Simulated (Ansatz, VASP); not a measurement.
# One calculation of VB3Sb, two programs

```
CELL_PARAMETERS angstrom
4.40356 0.00000 0.00000
0.00000 4.40356 0.00000
0.00000 0.00000 4.40356
ATOMIC_POSITIONS crystal
V 0.00000 0.00000 0.00000
B 0.00000 0.50000 0.50000
B 0.50000 0.00000 0.50000
B 0.50000 0.50000 0.00000
Sb 0.50000 0.50000 0.50000
```

Alike in both runs: functional PBE; k mesh 8 × 8 × 8; occupations gaussian, width 0.1 eV; collinear spin.

Ansatz relaxed the structure, and its values are those at the end. VASP's run is a single point on that final structure, the one shown.

```csv
,VASP,Ansatz
version,VASP 6.6.1,Ansatz 0.2.0
potentials or method,"VASP PAW PBE potentials, release 64 (V_sv, B, Sb), cutoff 520 eV","scalar-relativistic, plane waves, PAW"
valence electrons in the cell,27,37
```

VASP gave:

| Property | Result |
| --- | --- |
| gap on the k mesh at the Fermi level (eV) | none |
| pressure (GPa) | -2.5 |
| net moment per atom (μB) | 0.00 |
| size of the moment on the site where the two differ most (μB) | 0.00 |

Problem. Estimate Ansatz's values.

Solution. gap on the k mesh at the Fermi level (eV): none; pressure (GPa): 0.0; net moment per atom (μB): 0.59; size of the moment on the site where the two differ most (μB): 2.81.

The net moments are unlike, so the other rows may belong to different states. Site moments also hang on the region over which each program counts them. A gap of «none» marks a metal or a gap that the smearing closes. VASP's potentials hold 27 valence electrons a cell and Ansatz's 37, so a difference there can come from the potentials and not from the codes. Ansatz's warnings: given moment on shells.

Neither program's run includes spin-orbit coupling.
